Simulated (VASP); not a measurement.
Here is a VASP 6.6.1 calculation.

Contents of INCAR:

```
SYSTEM = C
  PREC = Accurate
  ENCUT = 520
  EDIFF = 1E-6
  ISMEAR = 0
  SIGMA = 0.05
  LREAL = .False.
  LASPH = .True.
  NELM = 100
  ALGO = Normal
  ISIF = 2
  LWAVE = .False.
  LCHARG = .False.
  GGA = CA
  NBANDS = 11
```

File KPOINTS:

```
Automatic mesh
0
Gamma
  12 12 12
  0 0 0
```

The input POSCAR:

```
C
1.0
    0.0000000000      1.8080579113      1.7650261330
    1.8080579113      0.0000000000      1.7650261330
    1.8080579113      1.8080579113      0.0000000000
C
2
Direct
    0.5000000000      0.5000000000      0.5000000000
    0.7500000000      0.7500000000      0.7500000000
```

Potentials or basis: VASP PAW LDA potentials, release 64 (C).

Launch:

```bash
$ cat potpaw_LDA.64/C/POTCAR > POTCAR
$ mpirun -np 1 vasp_std > vasp.out
```

Task: What does it give for the pressure?

Result: -18.7 GPa.

Task: Predict the band gap on the k mesh.

Result: 3.48 eV, indirect (least direct gap 5.07 eV).

Stress tensor (GPa, compression positive):
```
-25.78   0.00   0.00
  0.00 -25.78   0.00
  0.00   0.00  -4.44
```

 A k mesh can miss the band edges.
